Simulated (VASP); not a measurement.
# Y5N (P6/mmm) in VASP: notebook

The runs below take Y5N through single point, with PBE.

Program: VASP 6.6.1. These are calculated values, not measurements. Logs are shortened: lines on timing, memory, paths and dates and some standing lists are left out, and cuts for length are marked.

## Step 1: The cell of the first run

The structure is hexagonal, space group P6/mmm (No. 191). The conventional cell has a = 5.622 Å, b = 5.622 Å, c = 4.432 Å, α = 90.00°, β = 90.00°, γ = 120.00°. Within 3.6 Å of Y (site symmetry -6m2) lie 9 Y at 2.75 to 3.25 Å and 3 N at 3.25 Å. Within 3.6 Å of Y (site symmetry mmm) lie 8 Y at 2.75 to 2.81 Å and 4 N at 3.58 Å. N (site symmetry 6/mmm) has 18 Y at 3.25 to 3.58 Å and 2 N at 4.43 Å within 4.5 Å.

The cell was generated, and may not be a known phase.

## Step 2: Single point, PBE

Input file INCAR:

```
SYSTEM = Y5N
  ALGO = Normal
  EDIFF = 1E-6
  ENCUT = 520
  GGA = PE
  ISIF = 2
  ISMEAR = 0
  LASPH = .TRUE.
  LCHARG = .FALSE.
  LREAL = .FALSE.
  LWAVE = .FALSE.
  NBANDS = 39
  NELM = 100
  PREC = Accurate
  SIGMA = 0.1
```

Input file KPOINTS:

```
k-points
0
G
  6 6 4
  0 0 0
```

Input file POSCAR:

```
Y5N
1.0
    5.6215624900      0.0000000000      0.0000000000
   -2.8107812400      4.8684159200      0.0000000000
    0.0000000000      0.0000000000      4.4323202800
Y N
5 1
Direct
    0.6666666700      0.3333333300      0.0000000000
    0.5000000000      0.0000000000      0.5000000000
    0.5000000000      0.5000000000      0.5000000000
    0.0000000000      0.5000000000      0.5000000000
    0.3333333300      0.6666666700      0.0000000000
    0.0000000000      0.0000000000      0.0000000000
```

Potentials or basis: VASP PAW PBE potentials, release 64 (Y_sv, N).

Command:

```bash
$ cat potpaw_PBE.64/Y_sv/POTCAR potpaw_PBE.64/N/POTCAR > POTCAR
$ mpirun -np 1 vasp_std > vasp.out
```

OUTCAR:

```text
SYSTEM = Y5N
   EDIFF = 1E-6
   ENCUT = 520
   GGA = PE
   ISIF = 2
   ISMEAR = 0
   LASPH = .TRUE.
   LREAL = .FALSE.
   NELM = 100
   PREC = Accurate

 ion  position               nearest neighbor table
   1  0.667  0.333  0.000-   2 2.75   2 2.75   4 2.75   4 2.75   3 2.75   3 2.75   5 3.25   5 3.25
                             5 3.25
   2  0.500  0.000  0.500-   1 2.75   5 2.75   1 2.75   5 2.75   3 2.81   3 2.81   4 2.81   4 2.81

   3  0.500  0.500  0.500-   1 2.75   5 2.75   1 2.75   5 2.75   2 2.81   2 2.81   4 2.81   4 2.81

   4  0.000  0.500  0.500-   1 2.75   5 2.75   1 2.75   5 2.75   2 2.81   2 2.81   3 2.81   3 2.81

   5  0.333  0.667  0.000-   2 2.75   2 2.75   4 2.75   4 2.75   3 2.75   3 2.75   1 3.25   1 3.25
                             1 3.25
   6  0.000  0.000  0.000-

  LATTYP: Found a hexagonal cell.
 ALAT       =     5.6215624900
 C/A-ratio  =     0.7884498817

  Lattice vectors:

 A1 = (   5.6215624900,   0.0000000000,   0.0000000000)
 A2 = (  -2.8107812400,   4.8684159200,   0.0000000000)
 A3 = (   0.0000000000,   0.0000000000,   4.4323202800)

Analysis of symmetry for initial positions (statically):
=====================================================================
 Subroutine PRICEL returns:
 Original cell was already a primitive cell.

 Routine SETGRP: Setting up the symmetry group for a
 hexagonal supercell.

 Subroutine GETGRP returns: Found 24 space group operations
 (whereof 24 operations were pure point group operations)
 out of a pool of 24 trial point group operations.

The static configuration has the point symmetry D_6h.

Analysis of symmetry for dynamics (positions and initial velocities):
=====================================================================
 Subroutine PRICEL returns:
 Original cell was already a primitive cell.

 Routine SETGRP: Setting up the symmetry group for a
 hexagonal supercell.

 Subroutine GETGRP returns: Found 24 space group operations
 (whereof 24 operations were pure point group operations)
 out of a pool of 24 trial point group operations.

The dynamic configuration has the point symmetry D_6h.

 Subroutine INISYM returns: Found 24 space group operations
 (whereof 24 operations are pure point group operations),
 and found     1 'primitive' translations

----------------------------------------------------------------------------------------

                                     Primitive cell

  volume of cell :     121.3042

  direct lattice vectors                    reciprocal lattice vectors
     5.621562490  0.000000000  0.000000000     0.177886487  0.102702811  0.000000000
    -2.810781240  4.868415920  0.000000000     0.000000000  0.205405622  0.000000000
     0.000000000  0.000000000  4.432320280     0.000000000  0.000000000  0.225615465

  length of vectors
     5.621562490  5.621562483  4.432320280     0.205405622  0.205405622  0.225615465

  position of ions in fractional coordinates (direct lattice)
     0.666666670  0.333333330  0.000000000
     0.500000000  0.000000000  0.500000000
     0.500000000  0.500000000  0.500000000
     1.000000000  0.500000000  0.500000000
     0.333333330  0.666666670  0.000000000
     0.000000000  0.000000000  0.000000000

  ion indices of the primitive-cell ions
   primitive index   ion index
                 1           1
                 2           2
                 3           3
                 4           4
                 5           5
                 6           6

----------------------------------------------------------------------------------------

 KPOINTS: k-points

Automatic generation of k-mesh.
 Grid dimensions read from file:
 generate k-points for:    6    6    4

 Generating k-lattice:

  Cartesian coordinates                     Fractional coordinates (reciprocal lattice)
     0.029647748  0.017117135  0.000000000     0.166666667 -0.000000000  0.000000000
     0.000000000  0.034234270  0.000000000     0.000000000  0.166666667  0.000000000
     0.000000000  0.000000000  0.056403866     0.000000000  0.000000000  0.250000000

  Length of vectors
     0.034234270  0.034234270  0.056403866

  Shift w.r.t. Gamma in fractional coordinates (k-lattice)
     0.000000000  0.000000000  0.000000000

 Subroutine IBZKPT returns following result:
 ===========================================

 Found     21 irreducible k-points:

 Following reciprocal coordinates:
            Coordinates               Weight
  0.000000  0.000000  0.000000      1.000000
  0.166667  0.000000  0.000000      6.000000
  0.333333  0.000000  0.000000      6.000000
  0.500000  0.000000  0.000000      3.000000
  0.166667  0.166667  0.000000      6.000000
  0.333333  0.166667  0.000000     12.000000
[... 13 lines left out ...]
  0.333333  0.166667  0.500000     12.000000
  0.333333  0.333333  0.500000      2.000000
   k-points           NKPTS =     21   k-points in BZ     NKDIM =     21   number of bands    NBANDS=     39
   number of dos      NEDOS =    301   number of ions     NIONS =      6
   total plane-waves  NPLWV =  63504
   dimension x,y,z NGX =    42 NGY =   42 NGZ =   36
   dimension x,y,z NGXF=    84 NGYF=   84 NGZF=   72
   ions per type =               5   1
   NGX,Y,Z   is equivalent  to a cutoff of  12.42, 12.42, 13.50 a.u.
   NGXF,Y,Z  is equivalent  to a cutoff of  24.84, 24.84, 27.01 a.u.
 SYSTEM =  Y5N
   PREC   = accura    normal or accurate (medium, high low for compatibility)
   ISTART =      0    job   : 0-new  1-cont  2-samecut
   ICHARG =      2    charge: 1-file 2-atom 10-const
   ISPIN  =      1    spin polarized calculation?
   LNONCOLLINEAR =      F non collinear calculations
   LSORBIT =      F    spin-orbit coupling
   LASPH  =      T    aspherical Exc in radial PAW
   ENCUT  =  520.0 eV  38.22 Ry    6.18 a.u.  10.45 10.45  8.24*2*pi/ulx,y,z
   NELM   =    100;   NELMIN=  2; NELMDL= -5     # of ELM steps
   EDIFF  = 0.1E-05   stopping-criterion for ELM
   LREAL  =      F    real-space projection
   EDIFFG = 0.1E-04   stopping-criterion for IOM
   NSW    =      0    number of steps for IOM
   IBRION =     -1    ionic relax: 0-MD 1-quasi-New 2-CG
   NFREE  =      0    steps in history (QN), initial steepest desc. (CG)
   ISIF   =      2    stress and relaxation
   ISYM   =      2    0-nonsym 1-usesym 2-fastsym
   POTIM  = 0.5000    time-step for ionic-motion
   TEBEG  =    0.0;   TEEND  =   0.0 temperature during run
   PSTRESS=    0.0 pullay stress
   NELECT =      60.0000    total number of electrons
   NUPDOWN=      -1.0000    fix difference up-down
   EMIN   =  10.00;   EMAX   =-10.00  energy-range for DOS
   EFERMI =   0.00;   METHOD = LEGACY
   ISMEAR =     0;   SIGMA  =   0.10  broadening in eV -4-tet -1-fermi 0-gaus
   EFERMI_NEDOS =   21; number of points for ismear=-14 and -15
   IALGO  =     38    algorithm
   IMIX   =      4    mixing-type and parameters
     AMIX     =   0.40;   BMIX     =  1.00
     AMIX_MAG =   1.60;   BMIX_MAG =  1.00
  volume/ion in A,a.u.               =      20.22       136.43
  Fermi-wavevector in a.u.,A,eV,Ry     =   1.294692  2.446614 22.806475  1.676229
  Thomas-Fermi vector in A             =   2.426259
   LORBIT       =      0    0 simple, 1 ext, 2 COOP (PROOUT), +10 PAW based schemes
   GGA     = PE    functional components
   LHFCALC =     F    Hartree Fock is set to
   AEXX    =    0.0000 exact exchange contribution
   IVDW    =     0    specifies the selected vdW correction
   LEPSILON=     F    determine dielectric tensor
   LRPA    =     F    only Hartree local field effects (RPA)
 non-spin polarized calculation
 Gauss-broadening in eV      SIGMA  =   0.10
  energy-cutoff  :      520.00
  volume of cell :      121.30
 maximum number of plane-waves:      3304
 NGX is ok and might be reduce to    42
   NGX = 21   NGY = 21   NGZ = 17

 number of electron      60.0000002 magnetization

 Free energy of the ion-electron system (eV)
  ---------------------------------------------------
  ext. energy  EPLUGINS =         0.00000000
  ---------------------------------------------------
  free energy    TOTEN  =       -25.88054625 eV

  energy without entropy =      -25.84520663  energy(sigma->0) =      -25.86287644

 E-fermi :   4.5302     XC(G=0): -10.7947

 val. band max:        4.5197299722   @ k =   0.5000   0.0000   0.5000
 cond. band min:       4.5413980119   @ k =   0.3333   0.0000   0.2500
 fundamental gap:      0.0216680396
 Fermi energy:         4.5301971273

 k-point     1 :       0.0000    0.0000    0.0000
  band No.  band energies     occupation
      1     -38.0148      2.00000
      2     -37.1712      2.00000
      3     -37.1712      2.00000
      4     -37.1515      2.00000
      5     -36.9082      2.00000
      6     -19.6709      2.00000
[... 31 lines left out ...]
     38       8.0357      0.00000
     39       8.0357      0.00000

 k-point     2 :       0.1667    0.0000    0.0000
  band No.  band energies     occupation
      1     -37.9809      2.00000
      2     -37.3129      2.00000
      3     -37.1715      2.00000
      4     -37.0470      2.00000
      5     -36.9082      2.00000
      6     -19.6121      2.00000
[... 31 lines left out ...]
     38       7.8213      0.00000
     39       8.0905      0.00000

 k-point     3 :       0.3333    0.0000    0.0000
  band No.  band energies     occupation
      1     -37.8904      2.00000
      2     -37.4791      2.00000
      3     -37.1721      2.00000
      4     -36.9756      2.00000
      5     -36.9101      2.00000
      6     -19.4510      2.00000
[... 31 lines left out ...]
     38       7.3223      0.00000
     39       7.9734      0.00000

 k-point     4 :       0.5000    0.0000    0.0000
  band No.  band energies     occupation
      1     -37.8142      2.00000
      2     -37.5817      2.00000
      3     -37.1724      2.00000
      4     -36.9482      2.00000
      5     -36.9144      2.00000
      6     -19.3099      2.00000
[... 31 lines left out ...]
     38       7.0237      0.00000
     39       7.3986      0.00000
[... 628 lines left out ...]
     38       6.9874      0.00000
     39       6.9939      0.00000

 k-point    20 :       0.3333    0.1667    0.5000
  band No.  band energies     occupation
      1     -37.5286      2.00000
      2     -37.3519      2.00000
      3     -37.2322      2.00000
      4     -37.1875      2.00000
      5     -37.1678      2.00000
      6     -19.6466      2.00000
[... 31 lines left out ...]
     38       6.7415      0.00000
     39       7.2141      0.00000

 k-point    21 :       0.3333    0.3333    0.5000
  band No.  band energies     occupation
      1     -37.4411      2.00000
      2     -37.4411      2.00000
      3     -37.2099      2.00000
      4     -37.2099      2.00000
      5     -37.1682      2.00000
      6     -19.2439      2.00000
[... 31 lines left out ...]
     38       7.4035      0.00000
     39       7.6309      0.00000

------------------------ aborting loop because EDIFF is reached ----------------------------------------

  FORCE on cell =-STRESS in cart. coord.  units (eV):
  Direction    XX          YY          ZZ          XY          YZ          ZX
  --------------------------------------------------------------------------------------
  -------------------------------------------------------------------------------------
  Total       15.9201517     15.9201517     30.5138194      0.0000000     -0.0000000      0.0000000
  in kB      210.2722362    210.2722358    403.0243648      0.0000002     -0.0000000      0.0000000
  external PRESSURE =     274.5229456 kB  Pullay stress =       0.0000000 kB

 VOLUME and BASIS-vectors are now :
 -----------------------------------------------------------------------------
  energy-cutoff  :      520.00
  volume of cell :      121.30
      direct lattice vectors                 reciprocal lattice vectors
     5.621562490  0.000000000  0.000000000     0.177886487  0.102702811  0.000000000
    -2.810781240  4.868415920  0.000000000     0.000000000  0.205405622  0.000000000
     0.000000000  0.000000000  4.432320280     0.000000000  0.000000000  0.225615465

 POSITION                                       TOTAL-FORCE (eV/Angst)
 -----------------------------------------------------------------------------------
      2.81078      1.62281      0.00000         0.000000     -0.000000     -0.000000
      2.81078      0.00000      2.21616         0.000000      0.000000      0.000000
      1.40539      2.43421      2.21616         0.000000      0.000000      0.000000
     -1.40539      2.43421      2.21616         0.000000      0.000000      0.000000
     -0.00000      3.24561      0.00000        -0.000000      0.000000      0.000000
      0.00000      0.00000      0.00000         0.000000      0.000000      0.000000
 -----------------------------------------------------------------------------------
    total drift:                                0.000000     -0.000000      0.000000

  FREE ENERGIE OF THE ION-ELECTRON SYSTEM (eV)
  ---------------------------------------------------
  free  energy   TOTEN  =       -25.8805462502 eV

  energy  without entropy=      -25.8452066283  energy(sigma->0) =      -25.86287644
```

It took 1.7 min on 1 thread of Intel Xeon Platinum 8488C (Sapphire Rapids), shared host; peak memory 0.29 GiB.

Results:

- Free energy: -25.8805 eV
- Pressure: 27.5 GPa
- Band gap on the k mesh: zero (bands 30 and 31 overlap by 1.13 eV)

Levels at points of the mesh, in eV from the Fermi level:
| k point | band 27 | band 28 | band 29 | band 30 | band 31 | band 32 | band 33 | band 34 |
| --- | --- | --- | --- | --- | --- | --- | --- | --- |
| (0.00, 0.00, 0.00) | -1.33 | -0.96 | -0.89 | -0.89 | -0.56 | 0.37 | 0.37 | 0.49 |
| (0.50, 0.00, 0.00) | -0.28 | -0.22 | -0.10 | 0.02 | 0.22 | 0.28 | 0.33 | 0.47 |
| (0.00, 0.00, 0.50) | -1.68 | -1.68 | -0.41 | 0.56 | 0.56 | 1.43 | 1.49 | 1.49 |
| (0.50, 0.00, 0.50) | -0.94 | -0.91 | -0.28 | -0.01 | 0.20 | 1.02 | 1.32 | 1.35 |

Caveat: the stress differs along the axes, from 21 to 40 GPa.

## Step 3: Single point, PBE

This run uses another cell than the first one, of 33.35 Å³/atom.

Input file INCAR:

```
SYSTEM = Y5N
  PREC = Accurate
  ENCUT = 520
  EDIFF = 1E-6
  ISMEAR = 0
  SIGMA = 0.1
  LREAL = .FALSE.
  LASPH = .TRUE.
  NELM = 100
  ALGO = Normal
  ISIF = 2
  LWAVE = .FALSE.
  LCHARG = .FALSE.
  GGA = PE
  NBANDS = 39
```

Input file KPOINTS:

```
Automatic mesh
0
G
  6 6 4
  0 0 0
```

Input file POSCAR:

```
Y5N
1.0
    6.1876209566     -0.0000000032      0.0000000000
   -3.0938104756      5.3586369390      0.0000000000
    0.0000000000      0.0000000000      6.0356180079
Y N
5 1
Direct
    0.6666666667      0.3333333333      0.0000000000
    0.5000000000      0.0000000000      0.5000000000
    0.5000000000      0.5000000000      0.5000000000
    0.0000000000      0.5000000000      0.5000000000
    0.3333333333      0.6666666667      0.0000000000
    0.0000000000      0.0000000000      0.0000000000
```

Potentials or basis: VASP PAW PBE potentials, release 64 (Y_sv, N).

Command:

```bash
$ cat potpaw_PBE.64/Y_sv/POTCAR potpaw_PBE.64/N/POTCAR > POTCAR
$ mpirun -np 1 vasp_std > vasp.out
```

Run time: 2.5 min. Hardware: 1 thread of Intel Xeon Platinum 8488C (Sapphire Rapids), shared host; peak memory 0.4 GiB.

Results (log left out):

```yaml
Free_energy: -31.9062 eV
Pressure: -0.1 GPa
Band_gap_on_the_k_mesh: zero (bands 30 and 31 overlap by 0.32 eV)
```

Levels at points of the mesh, in eV from the Fermi level:
```tsv
k point	band 28	band 29	band 30	band 31	band 32	band 33
(0.00, 0.00, 0.00)	-0.76	-0.61	-0.61	-0.03	-0.03	0.09
(0.50, 0.00, 0.00)	-0.13	-0.10	-0.10	-0.03	0.20	0.45
(0.00, 0.00, 0.50)	-1.07	-1.07	0.18	0.28	0.28	0.53
(0.50, 0.00, 0.50)	-0.48	-0.18	-0.07	0.06	0.17	0.37
```

The gap in the log of VASP goes by the Fermi energy; the results here count the filled bands.